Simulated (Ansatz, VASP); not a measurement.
One calculation of In, two programs

File INCAR:

```
SYSTEM = In
  PREC = Accurate
  ENCUT = 520
  EDIFF = 1E-6
  ISMEAR = -1
  SIGMA = 0.05
  LREAL = .False.
  LASPH = .True.
  NELM = 60
  ALGO = Normal
  ISIF = 2
  LWAVE = .False.
  LCHARG = .False.
  GGA = PE
  NBANDS = 12
```

The input KPOINTS:

```
Automatic mesh
0
Gamma
  11 11 11
  0 0 0
```

File POSCAR:

```
In
1.0
   -1.6035014962      1.6035014962      2.4402675233
    1.6035014962     -1.6035014962      2.4402675233
    1.6035014962      1.6035014962     -2.4402675233
In
1
Direct
    0.0000000000      0.0000000000      0.0000000000
```

input.yaml

```yaml
crystal:
  lattice:
    - [-1.6035014962, 1.6035014962, 2.4402675233]
    - [1.6035014962, -1.6035014962, 2.4402675233]
    - [1.6035014962, 1.6035014962, -2.4402675233]
  atoms:
    - { symbol: In, position: [0.0, 0.0, 0.0] }
kpoints:
  mp_grid: { grid: [11, 11, 11] }
scf:
  occupations: { method: fermi_dirac, width: 0.05 }
hamiltonian:
  xc: pbe
  pseudopotentials: { kind: all_electron, lapw: { basis_error: 0.0005 } }
output:
  forces: true
  stress: true
  eigenvalues: true
```

Change from the starting cell: volume scaled by 0.96.

Alike in both runs: task single point; functional PBE; k mesh 11 × 11 × 11; occupations fermi-dirac, width 0.05 eV; no spin polarisation.

```csv
,VASP,Ansatz
version,VASP 6.6.1,Ansatz 0.2.0
potentials or method,"VASP PAW PBE potentials, release 64 (In_d), cutoff 520 eV","all-electron LAPW, scalar-relativistic"
```

Ansatz gave:

- gap on the k mesh at the Fermi level (eV): none
- pressure (GPa): 4.1
- traceless stress, the component that is largest in VASP (GPa): -0.52

**Question.** What did VASP give for the same quantities?

**Answer.** gap on the k mesh at the Fermi level (eV): none; pressure (GPa): 4.0; traceless stress, the component that is largest in VASP (GPa): -0.52.

A gap of «none» marks a metal or a gap that the smearing closes. Ansatz ran all-electron here, and VASP with PAW potentials.
